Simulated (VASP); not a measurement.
# Ru in VASP: single point with LDA

Aim: the single point of Ru with LDA.

Everything below comes from runs of VASP 6.6.1. Logs are shortened: lines on timing, memory, paths and dates and some standing lists are left out, and cuts for length are marked.

### 1 The cell of the first run

The cell holds a slab with vacuum, 3 atoms: a = 2.674 Å, b = 2.674 Å, c = 21.226 Å, α = 90.00°, β = 90.00°, γ = 120.00°.

### 2 Single point, LDA

File INCAR:

```
PREC = Accurate
ENCUT = 520
EDIFF = 1E-6
ISMEAR = 0
SIGMA = 0.1
LREAL = F
LASPH = T
NELM = 120
ALGO = Normal
ISIF = 2
LWAVE = F
LCHARG = F
LDIPOL = T
IDIPOL = 3
DIPOL = 0.5 0.5 0.496
NBANDS = 31
GGA_COMPAT = F
NELMDL = -8
```

File KPOINTS:

```
Automatic mesh
0
Gamma
  12 12 1
```

File POSCAR:

```
Ru
1.0
    2.6738855892      0.0000000000      0.0000000000
   -1.3369427946      2.3156528471      0.0000000000
    0.0000000000      0.0000000000     21.2264228672
Ru
3
Direct
    0.3333333333      0.6666666667      0.4004442978
    0.6666666667      0.3333333333      0.4964998351
    0.3333333333      0.6666666667      0.5925527450
```

Potentials or basis: VASP PAW LDA potentials, release 64 (Ru_sv).

On the command line:

```
$ cat potpaw_LDA.64/Ru_sv/POTCAR > POTCAR
$ mpirun -np 1 vasp_std > vasp.out
```

OUTCAR:

```text
PREC = Accurate
   ENCUT = 520
   EDIFF = 1E-6
   ISMEAR = 0
   LREAL = F
   LASPH = T
   NELM = 120
   ISIF = 2
   NELMDL = -8

 ion  position               nearest neighbor table
   1  0.333  0.667  0.400-   2 2.56   2 2.56   2 2.56
   2  0.667  0.333  0.496-   3 2.56   3 2.56   3 2.56   1 2.56   1 2.56   1 2.56
   3  0.333  0.667  0.593-   2 2.56   2 2.56   2 2.56

  LATTYP: Found a hexagonal cell.
 ALAT       =     2.6738855892
 C/A-ratio  =     7.9384185146

  Lattice vectors:

 A1 = (   2.6738855892,   0.0000000000,   0.0000000000)
 A2 = (  -1.3369427946,   2.3156528471,   0.0000000000)
 A3 = (   0.0000000000,   0.0000000000,  21.2264228672)

Analysis of symmetry for initial positions (statically):
=====================================================================
 Subroutine PRICEL returns:
 Original cell was already a primitive cell.

 Routine SETGRP: Setting up the symmetry group for a
 hexagonal supercell.

 Subroutine GETGRP returns: Found 12 space group operations
 (whereof  6 operations were pure point group operations)
 out of a pool of 24 trial point group operations.

The static configuration has the point symmetry C_3v.
 The point group associated with its full space group is D_3h.

Analysis of symmetry for dynamics (positions and initial velocities):
=====================================================================
 Subroutine PRICEL returns:
 Original cell was already a primitive cell.

 Routine SETGRP: Setting up the symmetry group for a
 hexagonal supercell.

 Subroutine GETGRP returns: Found 12 space group operations
 (whereof  6 operations were pure point group operations)
 out of a pool of 24 trial point group operations.

The dynamic configuration has the point symmetry C_3v.
 The point group associated with its full space group is D_3h.

 Subroutine INISYM returns: Found 12 space group operations
 (whereof  6 operations are pure point group operations),
 and found     1 'primitive' translations

----------------------------------------------------------------------------------------

                                     Primitive cell

  volume of cell :     131.4296

  direct lattice vectors                    reciprocal lattice vectors
     2.673885589  0.000000000  0.000000000     0.373987580  0.215921830  0.000000000
    -1.336942795  2.315652847  0.000000000     0.000000000  0.431843660  0.000000000
     0.000000000  0.000000000 21.226422867     0.000000000  0.000000000  0.047111094
[... 85 lines left out ...]
   NFREE  =      0    steps in history (QN), initial steepest desc. (CG)
   ISIF   =      2    stress and relaxation
   ISYM   =      2    0-nonsym 1-usesym 2-fastsym
   POTIM  = 0.5000    time-step for ionic-motion
   TEBEG  =    0.0;   TEEND  =   0.0 temperature during run
   PSTRESS=    0.0 pullay stress
   NELECT =      48.0000    total number of electrons
   NUPDOWN=      -1.0000    fix difference up-down
   EMIN   =  10.00;   EMAX   =-10.00  energy-range for DOS
   EFERMI =   0.00;   METHOD = LEGACY
   ISMEAR =     0;   SIGMA  =   0.10  broadening in eV -4-tet -1-fermi 0-gaus
   EFERMI_NEDOS =   21; number of points for ismear=-14 and -15
   IALGO  =     38    algorithm
   IMIX   =      4    mixing-type and parameters
     AMIX     =   0.40;   BMIX     =  1.00
     AMIX_MAG =   1.60;   BMIX_MAG =  1.00
  volume/ion in A,a.u.               =      43.81       295.64
  Fermi-wavevector in a.u.,A,eV,Ry     =   1.170193  2.211344 18.631165  1.369352
  Thomas-Fermi vector in A             =   2.306655
   LORBIT       =      0    0 simple, 1 ext, 2 COOP (PROOUT), +10 PAW based schemes
   GGA     = CA    functional components
   LHFCALC =     F    Hartree Fock is set to
   AEXX    =    0.0000 exact exchange contribution
   IVDW    =     0    specifies the selected vdW correction
   LEPSILON=     F    determine dielectric tensor
   LRPA    =     F    only Hartree local field effects (RPA)
 non-spin polarized calculation
 Gauss-broadening in eV      SIGMA  =   0.10
  energy-cutoff  :      520.00
  volume of cell :      131.43
 maximum number of plane-waves:      3597
 NGX is ok and might be reduce to    20
   NGX =  9   NGY =  9   NGZ = 79

 dipolmoment           0.000000      0.000000      0.000089 electrons x Angstroem

 number of electron      48.0000009 magnetization

 dipolmoment           0.000000      0.000000     -0.000338 electrons x Angstroem

 Free energy of the ion-electron system (eV)
  ---------------------------------------------------
  ext. energy  EPLUGINS =         0.00000000
  ---------------------------------------------------
  free energy    TOTEN  =       -29.76591712 eV

  energy without entropy =      -29.75597200  energy(sigma->0) =      -29.76094456

 E-fermi :   1.0885     XC(G=0):  -5.3908

 val. band max:        1.0832853362   @ k =   0.0833   0.0000   0.0000
 cond. band min:       1.1184045613   @ k =   0.1667   0.1667   0.0000
 fundamental gap:      0.0351192251
 Fermi energy:         1.0884647682

 k-point     1 :       0.0000    0.0000    0.0000
  band No.  band energies     occupation
      1     -72.1149      2.00000
      2     -71.4731      2.00000
      3     -71.4499      2.00000
      4     -42.6757      2.00000
      5     -41.8540      2.00000
      6     -41.8540      2.00000
[... 635 lines left out ...]
     30       8.9961      0.00000
     31       9.9438      0.00000

------------------------ aborting loop because EDIFF is reached ----------------------------------------

 vacuum level on the upper side and lower side of the slab       (xc-potential included)        -0.150        -0.142

  FORCE on cell =-STRESS in cart. coord.  units (eV):
  Direction    XX          YY          ZZ          XY          YZ          ZX
  --------------------------------------------------------------------------------------
  -------------------------------------------------------------------------------------
  Total       -3.1790600     -3.1790600      0.0145530      0.0000000      0.0000000      0.0000000
  in kB      -38.7539722    -38.7539722      0.1774066      0.0000000      0.0000000      0.0000000
  external PRESSURE =     -25.7768459 kB  Pullay stress =       0.0000000 kB

 VOLUME and BASIS-vectors are now :
 -----------------------------------------------------------------------------
  energy-cutoff  :      520.00
  volume of cell :      131.43
      direct lattice vectors                 reciprocal lattice vectors
     2.673885589  0.000000000  0.000000000     0.373987580  0.215921830  0.000000000
    -1.336942795  2.315652847  0.000000000     0.000000000  0.431843660  0.000000000
     0.000000000  0.000000000 21.226422867     0.000000000  0.000000000  0.047111094

 POSITION                                       TOTAL-FORCE (eV/Angst)
 -----------------------------------------------------------------------------------
     -0.00000      1.54377      8.50000        -0.000000     -0.000000     -0.033632
      1.33694      0.77188     10.53892         0.000000      0.000000      0.000000
     -0.00000      1.54377     12.57778        -0.000000     -0.000000      0.033632
 -----------------------------------------------------------------------------------
    total drift:                               -0.000000     -0.000000     -0.150109

  FREE ENERGIE OF THE ION-ELECTRON SYSTEM (eV)
  ---------------------------------------------------
  free  energy   TOTEN  =       -29.7659171202 eV

  energy  without entropy=      -29.7559720006  energy(sigma->0) =      -29.76094456

 vacuum level on the upper side and lower side of the slab         6.282         6.290
```

stdout:

```text
POSCAR found type information on POSCAR Ru
 POSCAR found :  1 types and       3 ions
 scaLAPACK will be used
 LDA part: xc-table for (Slater(with rela. corr.)+CA(PZ))
 , standard interpolation
 POSCAR, INCAR and KPOINTS ok, starting setup
 FFT: planning ... GRIDC
 FFT: planning ... GRID_SOFT
 FFT: planning ... GRID
 WAVECAR not read
 entering main loop
```

Wall time 70 s (1 thread of Intel Xeon Platinum 8488C (Sapphire Rapids), shared host); peak memory 0.22 GiB.

What came out:

* Free energy: -29.7659 eV
* Largest force: 0.034 eV/Å
* Band gap on the k mesh: zero (bands 24 and 25 overlap by 2.36 eV)

Forces on the atoms (eV/Å):
```
Ru   0.000  0.000 -0.034
Ru   0.000  0.000  0.000
Ru   0.000  0.000  0.034
```

Levels at points of the mesh, in eV from the Fermi level:
```tsv
k point	band 20	band 21	band 22	band 23	band 24	band 25	band 26	band 27	band 28	band 29
(0.00, 0.00, 0.00)	-2.66	-2.51	-2.12	-2.12	-0.87	-0.87	-0.51	0.60	0.60	1.12
(0.50, 0.00, 0.00)	-1.56	-0.79	-0.17	0.45	1.25	1.25	1.98	1.99	3.09	3.10
```

The gap in the log of VASP goes by the Fermi energy; the results here count the filled bands.